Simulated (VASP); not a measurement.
**SrAl3: single point with PBE**

SrAl3:

```
CELL_PARAMETERS angstrom
4.39013 0.00000 0.00000
0.00000 4.39013 0.00000
0.00000 0.00000 4.39013
ATOMIC_POSITIONS crystal
Sr 0.00000 0.00000 0.00000
Al 0.00000 0.50000 0.50000
Al 0.50000 0.50000 0.00000
Al 0.50000 0.00000 0.50000
```

```
Program             : VASP 6.6.1
Task                : single point
Functional          : PBE
Potentials or basis : VASP PAW PBE potentials, release 64 (Sr_sv, Al)
Cutoff              : 520 eV
k mesh              : 8 × 8 × 8
Occupations         : gaussian, width 0.05 eV
Spin                : no spin polarisation
```

```yaml
Pressure: 3.1 GPa
Band_gap_on_the_k_mesh: zero (an odd number of electrons rules out a gap without spin polarisation)
```

Levels at points of the mesh, in eV from the Fermi level:
```csv
k point,band 6,band 7,band 8,band 9,band 10,band 11,band 12,band 13
"(0.00, 0.00, 0.00)",-2.20,-2.20,-0.85,-0.85,-0.85,2.53,3.27,3.27
"(0.50, 0.00, 0.00)",-5.96,-0.97,-0.97,-0.55,-0.10,1.78,1.78,2.19
"(0.50, 0.50, 0.00)",-4.32,-4.32,-2.97,0.34,0.34,1.39,1.89,3.25
"(0.50, 0.50, 0.50)",-4.30,-4.30,-3.42,-1.31,-1.31,-1.31,2.94,5.87
```

It took 72 s on 1 thread of Intel Xeon 8259CL (shared host), peak memory 0.23 GiB.

Caveat: the cell stands under pressure.
